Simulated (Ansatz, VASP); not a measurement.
# Co in VASP and in Ansatz

Contents of INCAR:

```
ALGO = Normal ; EDIFF = 1E-6
ENCUT = 520 ; GGA = CA
ISIF = 2 ; ISMEAR = 0
ISPIN = 2 ; LASPH = True
LCHARG = True ; LELF = True
LMAXMIX = 4 ; LORBIT = 11
LREAL = False ; LVHAR = True
LWAVE = False ; MAGMOM = 3 3
NBANDS = 20 ; NELM = 150
PREC = Accurate ; SIGMA = 0.1
```

The input KPOINTS:

```
k-points
0
Gamma
  9 9 4
```

File POSCAR:

```
Co
1.0
    2.5074000000      0.0000000000      0.0000000000
   -1.2537000000      2.1714720974      0.0000000000
    0.0000000000      0.0000000000      4.0699000000
Co
2
Direct
    0.3333333333      0.6666666667      0.2500000000
    0.6666666667      0.3333333333      0.7500000000
```

Input for Ansatz:

```yaml
crystal:
  lattice:
    - [2.5074, 0.0, 0.0]
    - [-1.2537, 2.1714720974, 0.0]
    - [0.0, 0.0, 4.0699]
  atoms:
    - { symbol: Co, position: [0.3333333333, 0.6666666667, 0.25], spin: 3.0 }
    - { symbol: Co, position: [0.6666666667, 0.3333333333, 0.75], spin: 3.0 }
basis:
  ecutwfc: 420
kpoints:
  mp_grid: { grid: [9, 9, 4] }
hamiltonian:
  xc: lda
scf:
  occupations: { method: gaussian, width: 0.1 }
  lower_state_search: "off"
output:
  forces: true
  stress: true
  eigenvalues: true
  populations: true
magnetization:
  spin_polarized: true
```

Alike in both runs: task single point; functional LDA; k mesh 9 × 9 × 4; occupations gaussian, width 0.1 eV; collinear spin.

|  | VASP | Ansatz |
| --- | --- | --- |
| version | VASP 6.6.1 | Ansatz 0.2.0 |
| potentials or method | VASP PAW LDA potentials, release 64 (Co), cutoff 520 eV | scalar-relativistic, plane waves, PAW |
| valence electrons in the cell | 18 | 34 |

```tsv
	VASP	Ansatz	Ansatz less VASP
gap on the k mesh at the Fermi level (eV)	none	none	-
pressure (GPa)	-23.2	-22.4	+0.83
traceless stress, the component that is largest in VASP (GPa)	-1.02	-0.23	+0.787
net moment per atom (μB)	1.51	1.55	+0.041
size of the moment on the site where the two differ most (μB)	1.51	1.60	+0.085
```

LDA's correlation is that of Perdew and Zunger in VASP and of Perdew and Wang (1992) in Ansatz. Site moments also hang on the region over which each program counts them. A gap of «none» marks a metal or a gap that the smearing closes. VASP's potentials hold 18 valence electrons a cell and Ansatz's 34, so a difference there can come from the potentials and not from the codes.

The k mesh is coarse, so the values compare programs but aren't converged.
